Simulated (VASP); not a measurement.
# AlAs (F-43m) in VASP: a series of runs

AlAs is run at these levels: PBE0, HSE06; tasks: single point.

Everything below comes from runs of VASP 6.6.1. Logs are shortened: lines on timing, memory, paths and dates and some standing lists are left out, and cuts for length are marked.

## 1. The cell of the first run

It takes space group F-43m (No. 216, cubic). Conventional cell: a = 5.676 Å, b = 5.676 Å, c = 5.676 Å, α = 90.00°, β = 90.00°, γ = 90.00°. Within 3.2 Å of Al (site symmetry -43m) lie 4 As at 2.46 Å. As (site symmetry -43m) has 4 Al at 2.46 Å within 3.2 Å.

## 2. Single point, PBE0

Input file POSCAR:

```
AlAs
1.0
    0.0000000000      2.8379010000      2.8379010000
    2.8379010000      0.0000000000      2.8379010000
    2.8379010000      2.8379010000      0.0000000000
Al As
1 1
Direct
    0.0000000000      0.0000000000      0.0000000000
    0.7500000000      0.7500000000      0.7500000000
```

Input file INCAR.step1:

```
SYSTEM = AlAs
PREC = Accurate ; ENCUT = 400
EDIFF = 1E-5 ; ISMEAR = 0
SIGMA = 0.01 ; LREAL = .False.
LASPH = .True. ; NELM = 120
ALGO = Normal ; ISIF = 2
LWAVE = .True. ; LCHARG = .False.
GGA = PE ; NBANDS = 11
GGA_COMPAT = .False.
```

Input file INCAR.step2:

```
SYSTEM = AlAs
PREC = Accurate ; ENCUT = 400
EDIFF = 1E-6 ; ISMEAR = 0
SIGMA = 0.01 ; LREAL = .False.
LASPH = .True. ; NELM = 120
ALGO = Normal ; ISIF = 2
LWAVE = .False. ; LCHARG = .False.
GGA = PE ; LHFCALC = .True.
AEXX = 0.25 ; PRECFOCK = Normal
ISTART = 1 ; NBANDS = 11
GGA_COMPAT = .False.
```

Input file KPOINTS:

```
regular mesh
0
Gamma
  7 7 7
  0 0 0
```

Potentials or basis: VASP PAW PBE potentials, release 64 (Al, As).

The run is started by

```console
> cat potpaw_PBE.64/Al/POTCAR potpaw_PBE.64/As/POTCAR > POTCAR
> cp INCAR.step1 INCAR
> mpirun -np 1 vasp_std > vasp.out
> cp INCAR.step2 INCAR
> mpirun -np 1 vasp_std > vasp.out
```

OUTCAR:

```text
SYSTEM = AlAs
   PREC = Accurate
   ENCUT = 400
   EDIFF = 1E-6
   ISMEAR = 0
   LREAL = .False.
   LASPH = .True.
   NELM = 120
   ISIF = 2
   GGA = PE
   LHFCALC = .True.
   AEXX = 0.25
   PRECFOCK = Normal
   ISTART = 1

 ion  position               nearest neighbor table
   1  0.000  0.000  0.000-   2 2.46   2 2.46   2 2.46   2 2.46
   2  0.750  0.750  0.750-   1 2.46   1 2.46   1 2.46   1 2.46

  LATTYP: Found a face centered cubic cell.
 ALAT       =     5.6758020000

  Lattice vectors:

 A1 = (   0.0000000000,   2.8379010000,   2.8379010000)
 A2 = (   2.8379010000,   0.0000000000,   2.8379010000)
 A3 = (   2.8379010000,   2.8379010000,   0.0000000000)

Analysis of symmetry for initial positions (statically):
=====================================================================
 Subroutine PRICEL returns:
 Original cell was already a primitive cell.

 Routine SETGRP: Setting up the symmetry group for a
 face centered cubic supercell.

 Subroutine GETGRP returns: Found 24 space group operations
 (whereof 24 operations were pure point group operations)
 out of a pool of 48 trial point group operations.

The static configuration has the point symmetry T_d .

Analysis of symmetry for dynamics (positions and initial velocities):
=====================================================================
 Subroutine PRICEL returns:
 Original cell was already a primitive cell.

 Routine SETGRP: Setting up the symmetry group for a
 face centered cubic supercell.

 Subroutine GETGRP returns: Found 24 space group operations
 (whereof 24 operations were pure point group operations)
 out of a pool of 48 trial point group operations.

The dynamic configuration has the point symmetry T_d .

 Subroutine INISYM returns: Found 24 space group operations
 (whereof 24 operations are pure point group operations),
 and found     1 'primitive' translations

----------------------------------------------------------------------------------------

                                     Primitive cell

  volume of cell :      45.7111

  direct lattice vectors                    reciprocal lattice vectors
     0.000000000  2.837901000  2.837901000    -0.176186555  0.176186555  0.176186555
     2.837901000  0.000000000  2.837901000     0.176186555 -0.176186555  0.176186555
     2.837901000  2.837901000  0.000000000     0.176186555  0.176186555 -0.176186555

  length of vectors
     4.013398083  4.013398083  4.013398083     0.305164064  0.305164064  0.305164064

  position of ions in fractional coordinates (direct lattice)
     0.000000000  0.000000000  0.000000000
     0.750000000  0.750000000  0.750000000

  ion indices of the primitive-cell ions
   primitive index   ion index
                 1           1
                 2           2

----------------------------------------------------------------------------------------

 KPOINTS: regular mesh

Automatic generation of k-mesh.
 Grid dimensions read from file:
 generate k-points for:    7    7    7

 Generating k-lattice:

  Cartesian coordinates                     Fractional coordinates (reciprocal lattice)
    -0.025169508  0.025169508  0.025169508     0.142857143  0.000000000  0.000000000
     0.025169508 -0.025169508  0.025169508     0.000000000  0.142857143  0.000000000
     0.025169508  0.025169508 -0.025169508     0.000000000  0.000000000  0.142857143

  Length of vectors
     0.043594866  0.043594866  0.043594866

  Shift w.r.t. Gamma in fractional coordinates (k-lattice)
     0.000000000  0.000000000  0.000000000

 Subroutine IBZKPT returns following result:
 ===========================================

 Found     20 irreducible k-points:

 Following reciprocal coordinates:
            Coordinates               Weight
  0.000000  0.000000  0.000000      1.000000
  0.142857  0.000000  0.000000      8.000000
  0.285714  0.000000  0.000000      8.000000
  0.428571  0.000000  0.000000      8.000000
  0.142857  0.142857  0.000000      6.000000
  0.285714  0.142857  0.000000     24.000000
[... 12 lines left out ...]
 -0.428571  0.428571  0.142857     24.000000
 -0.285714  0.428571  0.142857     24.000000
   k-points           NKPTS =     20   k-points in BZ     NKDIM =    343   number of bands    NBANDS=     11
   number of dos      NEDOS =    301   number of ions     NIONS =      2
   total plane-waves  NPLWV =  21952
   dimension x,y,z NGX =    28 NGY =   28 NGZ =   28
   dimension x,y,z NGXF=    56 NGYF=   56 NGZF=   56
   ions per type =               1   1
   NGX,Y,Z   is equivalent  to a cutoff of  11.60, 11.60, 11.60 a.u.
   NGXF,Y,Z  is equivalent  to a cutoff of  23.20, 23.20, 23.20 a.u.
 SYSTEM =  AlAs
   PREC   = accura    normal or accurate (medium, high low for compatibility)
   ISTART =      1    job   : 0-new  1-cont  2-samecut
   ICHARG =      0    charge: 1-file 2-atom 10-const
   ISPIN  =      1    spin polarized calculation?
   LNONCOLLINEAR =      F non collinear calculations
   LSORBIT =      F    spin-orbit coupling
   LASPH  =      T    aspherical Exc in radial PAW
   ENCUT  =  400.0 eV  29.40 Ry    5.42 a.u.   6.54  6.54  6.54*2*pi/ulx,y,z
   NELM   =    120;   NELMIN=  2; NELMDL=  0     # of ELM steps
   EDIFF  = 0.1E-05   stopping-criterion for ELM
   LREAL  =      F    real-space projection
   EDIFFG = 0.1E-04   stopping-criterion for IOM
   NSW    =      0    number of steps for IOM
   IBRION =     -1    ionic relax: 0-MD 1-quasi-New 2-CG
   NFREE  =      0    steps in history (QN), initial steepest desc. (CG)
   ISIF   =      2    stress and relaxation
   ISYM   =      3    0-nonsym 1-usesym 2-fastsym
   POTIM  = 0.5000    time-step for ionic-motion
   TEBEG  =    0.0;   TEEND  =   0.0 temperature during run
   PSTRESS=    0.0 pullay stress
   NELECT =       8.0000    total number of electrons
   NUPDOWN=      -1.0000    fix difference up-down
   EMIN   =  10.00;   EMAX   =-10.00  energy-range for DOS
   EFERMI =   0.00;   METHOD = LEGACY
   ISMEAR =     0;   SIGMA  =   0.01  broadening in eV -4-tet -1-fermi 0-gaus
   EFERMI_NEDOS =   21; number of points for ismear=-14 and -15
   IALGO  =     38    algorithm
   IMIX   =      1    mixing-type and parameters
     AMIX     =   0.40;   BMIX     =  1.00
     AMIX_MAG =   1.60;   BMIX_MAG =  1.00
  volume/ion in A,a.u.               =      22.86       154.24
  Fermi-wavevector in a.u.,A,eV,Ry     =   0.915723  1.730466 11.409153  0.838549
  Thomas-Fermi vector in A             =   2.040497
   LORBIT       =      0    0 simple, 1 ext, 2 COOP (PROOUT), +10 PAW based schemes
   GGA     = PE    functional components
   LHFCALC =     T    Hartree Fock is set to
   PRECFOCK=normal    Normal, Fast or Accurate (Low or Medium for compatibility)
   ENCUT4O =  -1.0   cutoff for four orbital integrals eV
   NKREDX  =     1    reduce k-point grid by
   NKREDY  =     1    reduce k-point grid by
   NKREDZ  =     1    reduce k-point grid by
   AEXX    =    0.2500 exact exchange contribution
   HFSCREEN=    0.0000 screening length (either q_TF or 0.3 A-1)
   HFSCREENC=   0.0000 screening length for correlation (either q_TF or 0.3 A-1)
   ENCUTFOCK=  -1.0 apply spherical cutoff to Coloumb kernel
   IVDW    =     0    specifies the selected vdW correction
   LEPSILON=     F    determine dielectric tensor
   LRPA    =     F    only Hartree local field effects (RPA)
 non-spin polarized calculation
 Gauss-broadening in eV      SIGMA  =   0.01
  energy-cutoff  :      400.00
  volume of cell :       45.71
 maximum number of plane-waves:       869
 NGX is ok and might be reduce to    28
  NGX = 20; NGY = 20; NGZ = 20

 number of electron       7.9999999 magnetization

 Free energy of the ion-electron system (eV)
  ---------------------------------------------------
  ext. energy  EPLUGINS =         0.00000000
  ---------------------------------------------------
  free energy    TOTEN  =       -11.85116678 eV

  energy without entropy =      -11.85116678  energy(sigma->0) =      -11.85116678

 E-fermi :   3.1002     XC(G=0):  -7.1440

 val. band max:        3.0223654916   @ k =   0.0000   0.0000   0.0000
 cond. band min:       5.9001485674   @ k =   0.4286   0.4286   0.0000
 fundamental gap:      2.8777830758
 Fermi energy:         3.1002141213

 k-point     1 :       0.0000    0.0000    0.0000
  band No.  band energies     occupation
      1     -10.1072      2.00000
      2       3.0224      2.00000
      3       3.0224      2.00000
      4       3.0224      2.00000
      5       6.5237      0.00000
      6       8.8508      0.00000
      7       8.8508      0.00000
      8       8.8508      0.00000
      9      13.5556      0.00000
     10      13.8187      0.00000
     11      13.8187      0.00000

 k-point     2 :       0.1429    0.0000    0.0000
  band No.  band energies     occupation
      1      -9.8865      2.00000
      2       1.2038      2.00000
      3       2.8029      2.00000
      4       2.8029      2.00000
      5       7.3134      0.00000
      6       9.2292      0.00000
      7       9.2292      0.00000
      8       9.4629      0.00000
      9      13.0675      0.00000
     10      13.0675      0.00000
     11      14.4281      0.00000

 k-point     3 :       0.2857    0.0000    0.0000
  band No.  band energies     occupation
      1      -9.2917      2.00000
      2      -1.2535      2.00000
      3       2.4035      2.00000
      4       2.4035      2.00000
      5       6.9598      0.00000
      6       9.5229      0.00000
      7       9.5229      0.00000
      8      11.6874      0.00000
      9      13.3206      0.00000
     10      13.3206      0.00000
     11      13.9826      0.00000
[... 211 lines left out ...]
 k-point    19 :      -0.4286    0.4286    0.1429
  band No.  band energies     occupation
      1      -8.0186      2.00000
      2      -2.6398      2.00000
      3      -0.0344      2.00000
      4       0.4119      2.00000
      5       7.3068      0.00000
      6       8.2862      0.00000
      7      11.5903      0.00000
      8      14.1597      0.00000
      9      14.7303      0.00000
     10      16.5068      0.00000
     11      18.3095      0.00000

 k-point    20 :      -0.2857    0.4286    0.1429
  band No.  band energies     occupation
      1      -7.9239      2.00000
      2      -2.6301      2.00000
      3      -0.6908      2.00000
      4       0.4984      2.00000
      5       7.9834      0.00000
      6      10.1592      0.00000
      7      11.0810      0.00000
      8      11.5039      0.00000
      9      14.5763      0.00000
     10      15.9174      0.00000
     11      18.7248      0.00000

------------------------ aborting loop because EDIFF is reached ----------------------------------------

  FORCE on cell =-STRESS in cart. coord.  units (eV):
  Direction    XX          YY          ZZ          XY          YZ          ZX
  --------------------------------------------------------------------------------------
  -------------------------------------------------------------------------------------
  Total       -0.0257091     -0.0257091     -0.0257091      0.0000000      0.0000000      0.0000000
  in kB       -0.9011073     -0.9011073     -0.9011073      0.0000000      0.0000000      0.0000000
  external PRESSURE =      -0.9011073 kB  Pullay stress =       0.0000000 kB

 VOLUME and BASIS-vectors are now :
 -----------------------------------------------------------------------------
  energy-cutoff  :      400.00
  volume of cell :       45.71
      direct lattice vectors                 reciprocal lattice vectors
     0.000000000  2.837901000  2.837901000    -0.176186555  0.176186555  0.176186555
     2.837901000  0.000000000  2.837901000     0.176186555 -0.176186555  0.176186555
     2.837901000  2.837901000  0.000000000     0.176186555  0.176186555 -0.176186555

 POSITION                                       TOTAL-FORCE (eV/Angst)
 -----------------------------------------------------------------------------------
      0.00000      0.00000      0.00000        -0.000000     -0.000000     -0.000000
      4.25685      4.25685      4.25685         0.000000      0.000000      0.000000
 -----------------------------------------------------------------------------------
    total drift:                               -0.000000     -0.000000     -0.000000

  FREE ENERGIE OF THE ION-ELECTRON SYSTEM (eV)
  ---------------------------------------------------
  free  energy   TOTEN  =       -11.8511667802 eV

  energy  without entropy=      -11.8511667802  energy(sigma->0) =      -11.85116678
```

Run time: 23 min. Hardware: 1 thread of Oxide Virtual Turin-like, shared host; peak memory 0.14 GiB.

Results:

| Property | Result |
| --- | --- |
| Free energy | -11.8512 eV |
| Pressure | -0.1 GPa |
| Band gap on the k mesh | 2.88 eV (least direct gap 3.50 eV) |

Levels at points of the mesh, in eV from the valence-band top:
```tsv
k point	band 2	band 3	band 4	band 5	band 6	band 7
(0.00, 0.00, 0.00)	0.00	0.00	0.00	3.50	5.83	5.83
```

Caveat: the PAW data sets were made with another functional, which shifts forces and pressure a little; an odd mesh through Γ misses points on the zone boundary, where band edges can lie.

## 3. Single point, HSE06

POSCAR is that of step 2.

Input file INCAR.step1:

```
SYSTEM = AlAs
PREC = Accurate
ENCUT = 400
EDIFF = 1E-5
ISMEAR = 0
SIGMA = 0.01
LREAL = .False.
LASPH = .True.
NELM = 120
ALGO = Normal
ISIF = 2
LWAVE = .True.
LCHARG = .False.
GGA = PE
NBANDS = 11
GGA_COMPAT = .False.
```

Input file INCAR.step2:

```
SYSTEM = AlAs
PREC = Accurate
ENCUT = 400
EDIFF = 1E-6
ISMEAR = 0
SIGMA = 0.01
LREAL = .False.
LASPH = .True.
NELM = 120
ALGO = Normal
ISIF = 2
LWAVE = .False.
LCHARG = .False.
GGA = PE
LHFCALC = .True.
HFSCREEN = 0.2079
PRECFOCK = Normal
ISTART = 1
NBANDS = 11
GGA_COMPAT = .False.
```

Input file KPOINTS:

```
Automatic mesh
0
Gamma
  7 7 7
  0 0 0
```

Potentials or basis: VASP PAW PBE potentials, release 64 (Al, As).

The run is started by

```console
> cat potpaw_PBE.64/Al/POTCAR potpaw_PBE.64/As/POTCAR > POTCAR
> cp INCAR.step1 INCAR
> mpirun -np 1 vasp_std > vasp.out
> cp INCAR.step2 INCAR
> mpirun -np 1 vasp_std > vasp.out
```

OUTCAR:

```text
SYSTEM = AlAs
   PREC = Accurate
   ENCUT = 400
   EDIFF = 1E-6
   ISMEAR = 0
   LREAL = .False.
   LASPH = .True.
   NELM = 120
   ISIF = 2
   GGA = PE
   LHFCALC = .True.
   HFSCREEN = 0.2079
   PRECFOCK = Normal
   ISTART = 1

 ion  position               nearest neighbor table
   1  0.000  0.000  0.000-   2 2.46   2 2.46   2 2.46   2 2.46
   2  0.750  0.750  0.750-   1 2.46   1 2.46   1 2.46   1 2.46

  LATTYP: Found a face centered cubic cell.
 ALAT       =     5.6758020000

[... 470 lines left out ...]

------------------------ aborting loop because EDIFF is reached ----------------------------------------

  FORCE on cell =-STRESS in cart. coord.  units (eV):
  Direction    XX          YY          ZZ          XY          YZ          ZX
  --------------------------------------------------------------------------------------
  -------------------------------------------------------------------------------------
  Total        0.0039714      0.0039714      0.0039714      0.0000000      0.0000000      0.0000000
  in kB        0.1391975      0.1391975      0.1391975      0.0000000      0.0000000      0.0000000
  external PRESSURE =       0.1391975 kB  Pullay stress =       0.0000000 kB

 VOLUME and BASIS-vectors are now :
 -----------------------------------------------------------------------------
  energy-cutoff  :      400.00
  volume of cell :       45.71
      direct lattice vectors                 reciprocal lattice vectors
     0.000000000  2.837901000  2.837901000    -0.176186555  0.176186555  0.176186555
     2.837901000  0.000000000  2.837901000     0.176186555 -0.176186555  0.176186555
     2.837901000  2.837901000  0.000000000     0.176186555  0.176186555 -0.176186555

 POSITION                                       TOTAL-FORCE (eV/Angst)
 -----------------------------------------------------------------------------------
      0.00000      0.00000      0.00000        -0.000000     -0.000000     -0.000000
      4.25685      4.25685      4.25685         0.000000      0.000000      0.000000
 -----------------------------------------------------------------------------------
    total drift:                               -0.000000     -0.000000     -0.000000

  FREE ENERGIE OF THE ION-ELECTRON SYSTEM (eV)
  ---------------------------------------------------
  free  energy   TOTEN  =       -10.9710280895 eV

  energy  without entropy=      -10.9710280895  energy(sigma->0) =      -10.97102809
```

It took 13 min on 1 thread of Oxide Virtual Turin-like, shared host; peak memory 0.24 GiB.

What came out:

```
Free energy            : -10.9710 eV
Pressure               : 0.0 GPa
Band gap on the k mesh : 2.21 eV (least direct gap 2.86 eV)
```

Levels at points of the mesh, in eV from the valence-band top:
| k point | band 2 | band 3 | band 4 | band 5 | band 6 | band 7 |
| --- | --- | --- | --- | --- | --- | --- |
| (0.00, 0.00, 0.00) | 0.00 | 0.00 | 0.00 | 2.86 | 5.13 | 5.13 |

Caveat: the PAW data sets were made with another functional, which shifts forces and pressure a little; an odd mesh through Γ misses points on the zone boundary, where band edges can lie.
